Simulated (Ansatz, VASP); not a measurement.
## BeZn7O8 in VASP and in Ansatz

```xyz
16
Lattice="3.1993 -0.0148 5.1861 3.1993 0.0148 -5.1861 -3.1993 5.5549 -0.0160" Properties=species:S:1:pos:R:3 pbc="T T T"
Be    0.0000    1.8408    0.0244
Zn   -1.6261    4.6424   -0.0081
Zn    3.1993    1.8494   -0.0133
Zn    1.6261    4.6424   -0.0081
Zn    1.6121    0.9728   -2.5735
Zn    1.5873    0.9580    2.6126
Zn    0.0000    3.6770   -2.4798
Zn    0.0000    3.6547    2.4794
O     3.1993    1.8279   -3.4674
O     3.1993    1.8522    1.9452
O     1.5644    4.6512   -3.2009
O     1.6349    4.6364    1.9851
O     1.4239    1.0321   -0.5593
O     0.0000    3.4979   -0.4841
O     4.9748    1.0321   -0.5593
O     3.1993    3.6858   -0.7167
```

Alike in both runs: functional PBE; k mesh 4 × 4 × 4; occupations gaussian, width 0.1 eV; no spin polarisation.

Ansatz relaxed the structure, and its values are those at the end. VASP's run is a single point on that final structure, the one shown.

|  | VASP | Ansatz |
| --- | --- | --- |
| version | VASP 6.6.1 | Ansatz 0.2.0 |
| potentials or method | VASP PAW PBE potentials, release 64 (Be, Zn, O), cutoff 520 eV | scalar-relativistic, plane waves, PAW |
| valence electrons in the cell | 134 | 134 |

```tsv
	VASP	Ansatz	Ansatz less VASP
gap on the k mesh at the Fermi level (eV)	1.09	1.11	+0.012
least direct gap on the mesh (eV)	1.09	1.11	+0.012
pressure (GPa)	1.0	0.2	-0.88
rms of the force components (eV/Å)	0.014	0.003	-0.0107
```
